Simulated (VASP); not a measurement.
## W: single point with LDA

Crystal: W.

```xyz
1
Lattice="0.0000 2.0164 2.0164 2.0164 0.0000 2.0164 2.0164 2.0164 0.0000" Properties=species:S:1:pos:R:3 pbc="T T T"
W     0.0000    0.0000    0.0000
```

This cell differs from its parent crystal: volume scaled by 0.98.

```yaml
Program: VASP 6.6.1
Task: single point
Functional: LDA
Potentials_or_basis: VASP PAW LDA potentials, release 64 (W_sv)
Cutoff: 520 eV
k_mesh: 14 × 14 × 14
Occupations: fermi-dirac, width 0.05 eV
Spin: no spin polarisation
Dipole_correction: no
Further_INCAR_settings: ALGO = Normal; EDIFF = 1e-06; NBANDS = 13
```

```yaml
Pressure: -11.2 GPa
Band_gap_on_the_k_mesh: zero (band 7 reaches 13.56 eV, above the bottom of band 8 at 9.78 eV)
```

Levels at points of the mesh, in eV from the Fermi level:
| k point | band 5 | band 6 | band 7 | band 8 | band 9 | band 10 |
| --- | --- | --- | --- | --- | --- | --- |
| (0.00, 0.00, 0.00) | -8.87 | -0.55 | -0.55 | -0.55 | 2.54 | 2.54 |
| (0.50, 0.00, 0.00) | -5.55 | -0.79 | -0.79 | 0.82 | 5.04 | 5.04 |
| (0.50, 0.50, 0.00) | -5.45 | -4.49 | 3.23 | 4.98 | 5.79 | 5.79 |

It took 8.4 s on 1 thread of Intel Xeon 6975P-C (shared host), peak memory 0.15 GiB.

Caveat: spin-orbit coupling is left out, which moves the levels of the heavy elements.
